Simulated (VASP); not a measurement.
Runs of VASP 6.6.1 on BN. The structure is that of space group F-43m (No. 216), or close to it. The cells are those of the table. 

| cell | gap on the mesh (eV) | pressure (GPa) |
| --- | --- | --- |
| a = 2.641 Å, angles 60.0°, 2 atoms | 4.85 | -32.4 |
| a = 2.526, b = 2.526, c = 2.564 Å, angles 59.5, 59.5, 61.0°, 2 atoms | 4.45 | 8.0 |
| a = 2.545, b = 2.545, c = 2.602 Å, angles 59.3, 59.3, 61.5°, 2 atoms | (a) | (c) |
| a = 2.564, b = 2.564, c = 2.602 Å, angles 59.5, 59.5, 61.0°, 2 atoms | 4.42 | -9.5 |
| a = 2.622, b = 2.622, c = 2.602 Å, angles 60.2, 60.2, 59.5°, 2 atoms | 4.76 | -24.1 |
| a = 2.526, b = 2.526, c = 2.487 Å, angles 60.5, 60.5, 59.0°, 2 atoms | 4.74 | 21.6 |
| a = 2.583, b = 2.583, c = 2.564 Å, angles 60.2, 60.2, 59.5°, 2 atoms | (b) | -9.6 |
| a = 2.603, b = 2.603, c = 2.641 Å, angles 59.5, 59.5, 61.0°, 2 atoms | 4.39 | -24.1 |
| a = 2.506, b = 2.506, c = 2.487 Å, angles 60.3, 60.3, 59.5°, 2 atoms | 4.90 | 28.8 |
| a = 2.622, b = 2.622, c = 2.641 Å, angles 59.8, 59.8, 60.5°, 2 atoms | 4.62 | -28.4 |
| a = 2.526 Å, angles 60.0°, 2 atoms | 5.02 | 14.5 |
| a = 2.545, b = 2.545, c = 2.526 Å, angles 60.3, 60.3, 59.5°, 2 atoms | 4.86 | 7.9 |

Alike in all rows: task single point; level r2SCAN; potentials or basis VASP PAW PBE potentials, release 64 (B, N); no spin polarisation; k mesh 12 × 12 × 12; cutoff (eV) 520; smearing gaussian 0.05 eV.

**Question.** Fill in the values left out.

**Answer.** (a) 4.18; (b) 4.81; (c) -3.9.

Caveats: the PAW data sets were made with another functional, which shifts forces and pressure a little.

A k mesh can miss the band edges.
